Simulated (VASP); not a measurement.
Set up this calculation in VASP 6.6.1, as the native input.

| Property | Result |
| --- | --- |
| Task | single point |
| Functional | LDA |
| Potentials or basis | VASP PAW LDA potentials, release 64 (Hf_pv, N) |
| Cutoff | 520 eV |
| k mesh | 18 × 18 × 18 |
| Occupations | gaussian, width 0.15 eV |
| Spin | no spin polarisation |
| Dipole correction | no |
| Further INCAR settings | ALGO = Normal; EDIFF = 1e-06; NBANDS = 14 |

The structure of HfN lies in POSCAR:

```
HfN
1.0
    0.0000000000      2.1892961657      2.2339756793
    2.1892961657      0.0000000000      2.2339756793
    2.1892961657      2.1892961657      0.0000000000
Hf N
1 1
Direct
    0.0000000000      0.0000000000      0.0000000000
    0.5000000000      0.5000000000      0.5000000000
```

One way to write it, as run:

INCAR

```
SYSTEM = HfN
  PREC = Accurate
  ENCUT = 520
  EDIFF = 1E-6
  ISMEAR = 0
  SIGMA = 0.15
  LREAL = .FALSE.
  LASPH = .TRUE.
  NELM = 80
  ALGO = Normal
  ISIF = 2
  LWAVE = .FALSE.
  LCHARG = .FALSE.
  GGA = CA
  NBANDS = 14
```

KPOINTS

```
Automatic mesh
0
G
  18 18 18
  0 0 0
```

Potentials or basis: VASP PAW LDA potentials, release 64 (Hf_pv, N).

Run with:

```console
$ cat potpaw_LDA.64/Hf_pv/POTCAR potpaw_LDA.64/N/POTCAR > POTCAR
$ mpirun -np 1 vasp_std > vasp.out
```

It gave:

| Property | Result |
| --- | --- |
| Pressure | 12.5 GPa |

It took 33 s on 1 thread of Intel(R) Xeon(R) 6975P-C (Granite Rapids), on a shared host, peak memory 0.25 GiB.
